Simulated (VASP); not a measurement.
Crystal: GaAs.

```
Ga As
1.0
     0.00000    2.77642    2.88103
     2.77642    0.00000    2.88103
     2.77642    2.77642    0.00000
Ga As
1 1
Cartesian
  0.0000 0.0000 0.0000
  1.3882 1.3882 1.4405
```

This cell differs from its parent crystal: epitaxial xy strain -2.0%.

Base run:

- Program: VASP 6.6.1
- Functional: r2SCAN
- Potentials or basis: VASP PAW PBE potentials, release 64 (Ga_d, As)
- Cutoff: 520 eV
- k mesh: 8 × 8 × 8
- Occupations: gaussian, width 0.01 eV
- Spin: no spin polarisation

Its results: band gap on the k mesh 1.04 eV; pressure 2.0 GPa.

The run is repeated on the same cell with these changes: functional from r2SCAN to PBE; k mesh from 8 × 8 × 8 to 4 × 4 × 4. What comes out?

Band gap on the k mesh 0.55 eV; pressure 5.1 GPa.

Several settings changed at once.

Caveats: some runs use coarse meshes; the PAW data sets were made with another functional, which shifts forces and pressure a little (at least some runs).

A k mesh can miss the band edges.
